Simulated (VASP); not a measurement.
Here is a VASP 6.6.1 calculation.

The input INCAR:

```
PREC = Accurate ; ENCUT = 520
EDIFF = 1E-7 ; ISMEAR = -1
SIGMA = 0.05 ; LREAL = False
LASPH = True ; NELM = 80
ALGO = Fast ; ISIF = 2
LWAVE = False ; LCHARG = True
GGA = PE ; LELF = True
LVHAR = True ; NBANDS = 12
```

Contents of KPOINTS:

```
regular mesh
0
Gamma
  10 10 10
```

File POSCAR:

```
Sc
1.0
   -2.0016830000      1.9652080000      1.8152850000
    1.9170970000     -1.8942550000      1.6416690000
    1.9374800000      1.8300520000     -1.7360850000
Sc
1
Direct
    0.0030600000      0.0053100000     -0.0057490000
```

Potentials or basis: VASP PAW PBE potentials, release 64 (Sc_sv).

Run with:

```sh
$ cat potpaw_PBE.64/Sc_sv/POTCAR > POTCAR
$ mpirun -np 1 vasp_std > vasp.out
```

(1) Estimate the pressure.

(2) Estimate the band gap on the k mesh.

Answers

(1) -0.8 GPa.

(2) zero (an odd number of electrons rules out a gap without spin polarisation).

Caveat: the cell differs from its parent crystal (the cell strained at random).
